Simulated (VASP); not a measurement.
KTaO3:

```xyz
5
Lattice="3.9883 0.0000 0.0000 0.0000 3.9883 0.0000 0.0000 0.0000 3.9883" Properties=species:S:1:pos:R:3 pbc="T T T"
Ta    0.0000    0.0000    0.0000
K     1.9942    1.9942    1.9942
O     0.0000    0.0000    1.9942
O     0.0000    1.9942    0.0000
O     1.9942    0.0000    0.0000
```

| Quantity | Value |
| --- | --- |
| Program | VASP 6.6.1 |
| Task | relaxation of cell and atoms |
| Functional | BLYP |
| Dispersion | D4 |
| Potentials or basis | VASP PAW PBE potentials, release 64 (Ta_pv, K_sv, O) |
| Cutoff | 600 eV |
| k mesh | 7 × 7 × 7 |
| Occupations | fermi-dirac, width 0.05 eV |
| Spin | no spin polarisation |

At the start: pressure 7.5 GPa; volume 12.69 Å³/atom.

Problem. Where does the relaxation end?

Solution. Over 3 steps the energy falls by 10.8 meV/atom and the volume is 13.17 Å³/atom (+3.8 %); space group Pm-3m (No. 221, to 0.05 Å).

The path:
```tsv
step	energy change (eV)	largest force (eV/Å)	pressure (GPa)	volume (Å³)
1	0.0000	0.0000	7.48	63.44
2	0.0278	0.0000	-7.88	69.04
3	-0.0542	0.0000	-0.09	65.87
```

Final structure:
```
Ta K O
1.0
     4.03859    0.00000    0.00000
     0.00000    4.03859    0.00000
     0.00000    0.00000    4.03859
Ta K O
1 1 3
Direct
  0.00000 0.00000 0.00000
  0.50000 0.50000 0.50000
  0.00000 0.00000 0.50000
  0.00000 0.50000 0.00000
  0.50000 0.00000 0.00000
```

Caveat: the PAW data sets were made with another functional, which shifts forces and pressure a little.
